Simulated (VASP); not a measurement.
**KCl: electric field gradients with PBE**

The system is KCl.

```
K Cl
1.0
     0.00000    3.21800    3.21800
     3.21800    0.00000    3.21800
     3.21800    3.21800    0.00000
K Cl
1 1
Direct
  0.00000 0.00000 0.00000
  0.50000 0.50000 0.50000
```

This cell differs from its parent crystal: volume scaled by 1.06.

| Quantity | Value |
| --- | --- |
| Program | VASP 6.6.1 |
| Task | electric field gradients |
| Functional | PBE |
| Potentials or basis | VASP PAW PBE potentials, release 64 (K_sv, Cl) |
| Cutoff | 520 eV |
| k mesh | 7 × 7 × 7 |
| Occupations | fermi-dirac, width 0.03 eV |
| Spin | no spin polarisation |
| Dipole correction | no |
| Further INCAR settings | ALGO = Normal; EDIFF = 1e-08; NBANDS = 15 |

The pressure is -0.4 GPa and the band gap on the k mesh is 4.96 eV, direct.

Levels at points of the mesh, in eV from the valence-band top:
```
           k point  band 6  band 7  band 8  band 9  band 10  band 11
(0.00, 0.00, 0.00)    0.00    0.00    0.00    4.96     8.33     8.33
```

Run time: 20 s on 1 thread of Intel(R) Xeon(R) Platinum 8488C (Sapphire Rapids), on a shared host, peak memory 0.2 GiB.

Caveat: without QUAD_EFG the Cq values of the log hold for a quadrupole moment of 1 mb, not for the nuclei. A k mesh can miss the band edges.
